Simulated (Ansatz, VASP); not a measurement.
# GaAs in VASP and in Ansatz

```
CELL_PARAMETERS angstrom
0.00000 2.50293 2.50293
2.50293 0.00000 2.50293
2.50293 2.50293 0.00000
ATOMIC_POSITIONS crystal
Ga 0.00000 0.00000 0.00000
As 0.50000 0.50000 0.50000
```

Change from the starting cell: volume scaled by 0.8, PAW files.

Alike in both runs: task single point; functional PBE; k mesh 15 × 15 × 15; occupations fermi-dirac, width 0.08 eV; no spin polarisation.

```csv
,VASP,Ansatz
version,VASP 6.6.1,Ansatz 0.2.0
potentials or method,"VASP PAW PBE potentials, release 64 (Ga_d, As)","PAW with Ansatz's default frozen-core files, scalar-relativistic"
plane-wave cutoff (eV),520,420
valence electrons in the cell,18,28
```

|  | VASP | Ansatz | Ansatz less VASP |
| --- | --- | --- | --- |
| pressure (GPa) | 27.2 | 26.6 | -0.53 |

VASP's potentials hold 18 valence electrons a cell and Ansatz's 28, so a difference there can come from the potentials and not from the codes.
